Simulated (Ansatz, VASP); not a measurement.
MoS2 in VASP and in Ansatz

```
CELL_PARAMETERS angstrom
3.12217 0.00000 0.00000
-1.56108 2.70388 0.00000
0.00000 0.00000 12.07606
ATOMIC_POSITIONS crystal
Mo 0.33333 0.66667 0.25000
Mo 0.66667 0.33333 0.75000
S 0.33333 0.66667 0.62129
S 0.66667 0.33333 0.12129
S 0.33333 0.66667 0.87871
S 0.66667 0.33333 0.37871
```

Alike in both runs: task single point; functional LDA; k mesh 6 × 6 × 2; no spin polarisation.

|  | VASP | Ansatz |
| --- | --- | --- |
| version | VASP 6.6.1 | Ansatz 0.2.0 |
| potentials or method | VASP PAW LDA potentials, release 64 (Mo_sv, S), cutoff 520 eV | all-electron LAPW, scalar-relativistic |
| occupations | gaussian, width 0.01 eV | fixed |

```tsv
	VASP	Ansatz	Ansatz less VASP
gap on the k mesh at the Fermi level (eV)	0.74	0.73	-0.008
pressure (GPa)	0.1	0.0	-0.05
rms of the force components (eV/Å)	0.008	0.003	-0.0052
```

LDA's correlation is that of Perdew and Zunger in VASP and of Perdew and Wang (1992) in Ansatz. Atom by atom the forces differ by 0.005 eV/Å (rms over components). Ansatz ran all-electron here, and VASP with PAW potentials.
